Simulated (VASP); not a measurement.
# RbBr (I4/mmm) in VASP: notebook

RbBr is run at these levels: PBE, r2SCAN; tasks: single point.

Program: VASP 6.6.1. These are calculated values, not measurements. Logs are shortened: lines on timing, memory, paths and dates and some standing lists are left out, and cuts for length are marked.

## Step 1: The cell of the first run

Symmetry: I4/mmm, No. 139, tetragonal system. The conventional cell has a = 4.622 Å, b = 4.622 Å, c = 6.922 Å, α = 90.00°, β = 90.00°, γ = 90.00°. Rb (site symmetry 4/mmm) has 6 Br at 3.27 to 3.46 Å within 4.3 Å. Br (site symmetry 4/mmm) has 6 Rb at 3.27 to 3.46 Å within 4.3 Å.

## Step 2: Single point, PBE (biaxial xy strain -5.6%)

INCAR

```
SYSTEM = RbBr
PREC = Accurate
ENCUT = 520
EDIFF = 1E-7
ISMEAR = -1
SIGMA = 0.02
LREAL = .False.
LASPH = .True.
NELM = 60
ALGO = Normal
ISIF = 2
LWAVE = .False.
LCHARG = .False.
GGA = PE
NBANDS = 15
```

KPOINTS

```
regular mesh
0
Gamma
  6 6 6
  0 0 0
```

POSCAR

```
RbBr
1.0
    0.0000000000      3.2680580775      3.4608260907
    3.2680580775      0.0000000000      3.4608260907
    3.2680580775      3.2680580775      0.0000000000
Rb Br
1 1
Direct
    0.0000000000      0.0000000000      0.0000000000
    0.5000000000      0.5000000000      0.5000000000
```

Potentials or basis: VASP PAW PBE potentials, release 64 (Rb_sv, Br).

The run is started by

```sh
cat potpaw_PBE.64/Rb_sv/POTCAR potpaw_PBE.64/Br/POTCAR > POTCAR
mpirun -np 1 vasp_std > vasp.out
```

OUTCAR:

```text
SYSTEM = RbBr
   PREC = Accurate
   ENCUT = 520
   EDIFF = 1E-7
   ISMEAR = -1
   LREAL = .False.
   LASPH = .True.
   NELM = 60
   ISIF = 2
   GGA = PE

 ion  position               nearest neighbor table
   1  0.000  0.000  0.000-   2 3.27   2 3.27   2 3.27   2 3.27   2 3.46   2 3.46
   2  0.500  0.500  0.500-   1 3.27   1 3.27   1 3.27   1 3.27   1 3.46   1 3.46

  LATTYP: Found a body centered tetragonal cell.
 ALAT       =     4.6217320558
 C/A-ratio  =     1.4976316450

  Lattice vectors:

 A1 = (  -3.2680580775,   0.0000000000,   3.4608260907)
 A2 = (   3.2680580775,   0.0000000000,   3.4608260907)
 A3 = (   0.0000000000,   3.2680580775,  -3.4608260907)

Analysis of symmetry for initial positions (statically):
=====================================================================
 Subroutine PRICEL returns:
 Original cell was already a primitive cell.

 Routine SETGRP: Setting up the symmetry group for a
 body centered tetragonal supercell.

 Subroutine GETGRP returns: Found 16 space group operations
 (whereof 16 operations were pure point group operations)
 out of a pool of 16 trial point group operations.

The static configuration has the point symmetry D_4h.

Analysis of symmetry for dynamics (positions and initial velocities):
=====================================================================
 Subroutine PRICEL returns:
 Original cell was already a primitive cell.

 Routine SETGRP: Setting up the symmetry group for a
 body centered tetragonal supercell.

 Subroutine GETGRP returns: Found 16 space group operations
 (whereof 16 operations were pure point group operations)
 out of a pool of 16 trial point group operations.

The dynamic configuration has the point symmetry D_4h.

 Subroutine INISYM returns: Found 16 space group operations
 (whereof 16 operations are pure point group operations),
 and found     1 'primitive' translations

----------------------------------------------------------------------------------------

                                     Primitive cell

  volume of cell :      73.9247

  direct lattice vectors                    reciprocal lattice vectors
     0.000000000  3.268058078  3.460826091    -0.152996057  0.152996057  0.144474177
     3.268058078  0.000000000  3.460826091     0.152996057 -0.152996057  0.144474177
     3.268058078  3.268058078  0.000000000     0.152996057  0.152996057 -0.144474177

  length of vectors
     4.759991684  4.759991684  4.621732056     0.260169896  0.260169896  0.260169896

  position of ions in fractional coordinates (direct lattice)
     0.000000000  0.000000000  0.000000000
     0.500000000  0.500000000  0.500000000

  ion indices of the primitive-cell ions
   primitive index   ion index
                 1           1
                 2           2

----------------------------------------------------------------------------------------

 KPOINTS: regular mesh

Automatic generation of k-mesh.
 Grid dimensions read from file:
 generate k-points for:    6    6    6

 Generating k-lattice:

  Cartesian coordinates                     Fractional coordinates (reciprocal lattice)
    -0.025499343  0.025499343  0.024079029     0.166666667  0.000000000  0.000000000
     0.025499343 -0.025499343  0.024079029     0.000000000  0.166666667  0.000000000
     0.025499343  0.025499343 -0.024079029     0.000000000  0.000000000  0.166666667

  Length of vectors
     0.043361649  0.043361649  0.043361649

  Shift w.r.t. Gamma in fractional coordinates (k-lattice)
     0.000000000  0.000000000  0.000000000

 Subroutine IBZKPT returns following result:
 ===========================================

 Found     30 irreducible k-points:

 Following reciprocal coordinates:
            Coordinates               Weight
  0.000000  0.000000  0.000000      1.000000
  0.166667  0.000000  0.000000      8.000000
  0.333333  0.000000  0.000000      8.000000
  0.500000  0.000000  0.000000      4.000000
  0.166667  0.166667  0.000000      2.000000
  0.333333  0.166667  0.000000      8.000000
[... 16 lines left out ...]
  0.333333  0.000000  0.333333      4.000000
  0.500000  0.000000  0.333333     16.000000
 [... further k-points ...]
   k-points           NKPTS =     30   k-points in BZ     NKDIM =     30   number of bands    NBANDS=     15
   number of dos      NEDOS =    301   number of ions     NIONS =      2
   total plane-waves  NPLWV =  46656
   dimension x,y,z NGX =    36 NGY =   36 NGZ =   36
   dimension x,y,z NGXF=    72 NGYF=   72 NGZF=   72
   ions per type =               1   1
   NGX,Y,Z   is equivalent  to a cutoff of  12.57, 12.57, 12.95 a.u.
   NGXF,Y,Z  is equivalent  to a cutoff of  25.15, 25.15, 25.90 a.u.
 SYSTEM =  RbBr
   PREC   = accura    normal or accurate (medium, high low for compatibility)
   ISTART =      0    job   : 0-new  1-cont  2-samecut
   ICHARG =      2    charge: 1-file 2-atom 10-const
   ISPIN  =      1    spin polarized calculation?
   LNONCOLLINEAR =      F non collinear calculations
   LSORBIT =      F    spin-orbit coupling
   LASPH  =      T    aspherical Exc in radial PAW
   ENCUT  =  520.0 eV  38.22 Ry    6.18 a.u.   8.85  8.85  8.59*2*pi/ulx,y,z
   NELM   =     60;   NELMIN=  2; NELMDL= -5     # of ELM steps
   EDIFF  = 0.1E-06   stopping-criterion for ELM
   LREAL  =      F    real-space projection
   EDIFFG = 0.1E-05   stopping-criterion for IOM
   NSW    =      0    number of steps for IOM
   IBRION =     -1    ionic relax: 0-MD 1-quasi-New 2-CG
   NFREE  =      0    steps in history (QN), initial steepest desc. (CG)
   ISIF   =      2    stress and relaxation
   ISYM   =      2    0-nonsym 1-usesym 2-fastsym
   POTIM  = 0.5000    time-step for ionic-motion
   TEBEG  =    0.0;   TEEND  =   0.0 temperature during run
   PSTRESS=    0.0 pullay stress
   NELECT =      16.0000    total number of electrons
   NUPDOWN=      -1.0000    fix difference up-down
   EMIN   =  10.00;   EMAX   =-10.00  energy-range for DOS
   EFERMI =   0.00;   METHOD = LEGACY
   ISMEAR =    -1;   SIGMA  =   0.02  broadening in eV -4-tet -1-fermi 0-gaus
   EFERMI_NEDOS =   21; number of points for ismear=-14 and -15
   IALGO  =     38    algorithm
   IMIX   =      4    mixing-type and parameters
     AMIX     =   0.40;   BMIX     =  1.00
     AMIX_MAG =   1.60;   BMIX_MAG =  1.00
  volume/ion in A,a.u.               =      36.96       249.43
  Fermi-wavevector in a.u.,A,eV,Ry     =   0.982920  1.857450 13.145033  0.966133
  Thomas-Fermi vector in A             =   2.114039
   LORBIT       =      0    0 simple, 1 ext, 2 COOP (PROOUT), +10 PAW based schemes
   GGA     = PE    functional components
   LHFCALC =     F    Hartree Fock is set to
   AEXX    =    0.0000 exact exchange contribution
   IVDW    =     0    specifies the selected vdW correction
   LEPSILON=     F    determine dielectric tensor
   LRPA    =     F    only Hartree local field effects (RPA)
 non-spin polarized calculation
  energy-cutoff  :      520.00
  volume of cell :       73.92
 maximum number of plane-waves:      2013
   NGX = 17   NGY = 17   NGZ = 17

 number of electron      15.9999999 magnetization

 Free energy of the ion-electron system (eV)
  ---------------------------------------------------
  ext. energy  EPLUGINS =         0.00000000
  ---------------------------------------------------
  free energy    TOTEN  =        -5.99767938 eV

  energy without entropy =       -5.99767938  energy(sigma->0) =       -5.99767938

 E-fermi :  -0.9156     XC(G=0):  -7.5727

 val. band max:       -1.3690572694   @ k =   0.0000   0.0000   0.0000
 cond. band min:       3.1702874361   @ k =   0.0000   0.0000   0.0000
 fundamental gap:      4.5393447055
 Fermi energy:        -0.9156196955

 k-point     1 :       0.0000    0.0000    0.0000
  band No.  band energies     occupation
      1     -25.6475      2.00000
      2     -13.6831      2.00000
      3      -9.7418      2.00000
      4      -9.7418      2.00000
      5      -9.7245      2.00000
      6      -1.4624      2.00000
      7      -1.3691      2.00000
      8      -1.3691      2.00000
      9       3.1703      0.00000
     10       5.6429      0.00000
     11       6.0140      0.00000
     12       6.0140      0.00000
     13       6.7123      0.00000
     14       6.9862      0.00000
     15       9.7937      0.00000

 k-point     2 :       0.1667    0.0000    0.0000
  band No.  band energies     occupation
      1     -25.6437      2.00000
      2     -13.7025      2.00000
      3      -9.7392      2.00000
      4      -9.7346      2.00000
      5      -9.7138      2.00000
      6      -1.7579      2.00000
      7      -1.5439      2.00000
      8      -1.5004      2.00000
      9       3.8622      0.00000
     10       5.7433      0.00000
     11       6.1667      0.00000
     12       6.3570      0.00000
     13       7.1720      0.00000
     14       7.4804      0.00000
     15      10.8695      0.00000

 k-point     3 :       0.3333    0.0000    0.0000
  band No.  band energies     occupation
      1     -25.6360      2.00000
      2     -13.7406      2.00000
      3      -9.7496      2.00000
      4      -9.7337      2.00000
      5      -9.6629      2.00000
      6      -2.3191      2.00000
      7      -1.7536      2.00000
      8      -1.7426      2.00000
      9       5.1148      0.00000
     10       6.0645      0.00000
     11       7.1701      0.00000
     12       7.3220      0.00000
     13       8.3103      0.00000
     14       8.7074      0.00000
     15      10.5711      0.00000
[... 343 lines left out ...]
 k-point    23 :       0.3333    0.0000    0.3333
  band No.  band energies     occupation
      1     -25.6315      2.00000
      2     -13.6744      2.00000
      3      -9.8404      2.00000
      4      -9.8109      2.00000
      5      -9.7900      2.00000
      6      -2.1058      2.00000
      7      -1.6061      2.00000
      8      -1.5244      2.00000
      9       4.4107      0.00000
     10       5.2010      0.00000
     11       7.6451      0.00000
     12       8.5539      0.00000
     13       8.7314      0.00000
     14       8.9078      0.00000
     15      10.0210      0.00000

 k-point    24 :       0.5000    0.0000    0.3333
  band No.  band energies     occupation
      1     -25.6279      2.00000
      2     -13.6543      2.00000
      3      -9.9284      2.00000
      4      -9.8284      2.00000
      5      -9.7954      2.00000
      6      -1.9547      2.00000
      7      -1.7370      2.00000
      8      -1.6472      2.00000
      9       4.5450      0.00000
     10       6.1936      0.00000
     11       7.8080      0.00000
     12       8.2967      0.00000
     13       8.5363      0.00000
     14       9.2657      0.00000
     15      10.0406      0.00000

 [... further k-points ...]
[... 5 lines left out ...]
  --------------------------------------------------------------------------------------
  -------------------------------------------------------------------------------------
  Total        1.7825714      1.7825714      0.5398919      0.0000000      0.0000000      0.0000000
  in kB       38.6338693     38.6338693     11.7011384      0.0000000      0.0000000      0.0000000
  external PRESSURE =      29.6562923 kB  Pullay stress =       0.0000000 kB

 VOLUME and BASIS-vectors are now :
 -----------------------------------------------------------------------------
  energy-cutoff  :      520.00
  volume of cell :       73.92
      direct lattice vectors                 reciprocal lattice vectors
     0.000000000  3.268058078  3.460826091    -0.152996057  0.152996057  0.144474177
     3.268058078  0.000000000  3.460826091     0.152996057 -0.152996057  0.144474177
     3.268058078  3.268058078  0.000000000     0.152996057  0.152996057 -0.144474177

 POSITION                                       TOTAL-FORCE (eV/Angst)
 -----------------------------------------------------------------------------------
      0.00000      0.00000      0.00000         0.000000      0.000000      0.000000
      3.26806      3.26806      3.46083        -0.000000     -0.000000     -0.000000
 -----------------------------------------------------------------------------------
    total drift:                                0.000000      0.000000      0.000000

  FREE ENERGIE OF THE ION-ELECTRON SYSTEM (eV)
  ---------------------------------------------------
  free  energy   TOTEN  =        -5.9976793844 eV

  energy  without entropy=       -5.9976793844  energy(sigma->0) =       -5.99767938
```

It took 33 s on 1 thread of Intel Xeon Platinum 8259CL at 2.50GHz (Skylake/Cascade Lake), shared host; peak memory 0.21 GiB.

What came out:

| Property | Result |
| --- | --- |
| Free energy | -5.9977 eV |
| Pressure | 3.0 GPa |
| Band gap on the k mesh | 4.54 eV, direct |

Stress tensor (GPa, compression positive):
```
3.86 0.00 0.00
0.00 3.86 0.00
0.00 0.00 1.17
```

Levels at points of the mesh, in eV from the valence-band top:
| k point | band 4 | band 5 | band 6 | band 7 | band 8 | band 9 | band 10 | band 11 | band 12 | band 13 |
| --- | --- | --- | --- | --- | --- | --- | --- | --- | --- | --- |
| (0.00, 0.00, 0.00) | -8.37 | -8.36 | -0.09 | 0.00 | 0.00 | 4.54 | 7.01 | 7.38 | 7.38 | 8.08 |
| (0.50, 0.00, 0.00) | -8.36 | -8.27 | -1.19 | -0.49 | -0.48 | 6.99 | 7.96 | 9.70 | 9.73 | 10.22 |
| (0.50, 0.50, 0.00) | -8.46 | -8.46 | -0.61 | -0.14 | -0.14 | 5.51 | 7.42 | 9.24 | 9.47 | 9.73 |
| (0.50, 0.00, 0.50) | -8.50 | -8.44 | -0.47 | -0.25 | -0.18 | 5.45 | 7.44 | 9.40 | 9.66 | 9.80 |

Caveat: the cell differs from its parent crystal (biaxial xy strain -5.6%).

(Continued in part 2 of 2.)
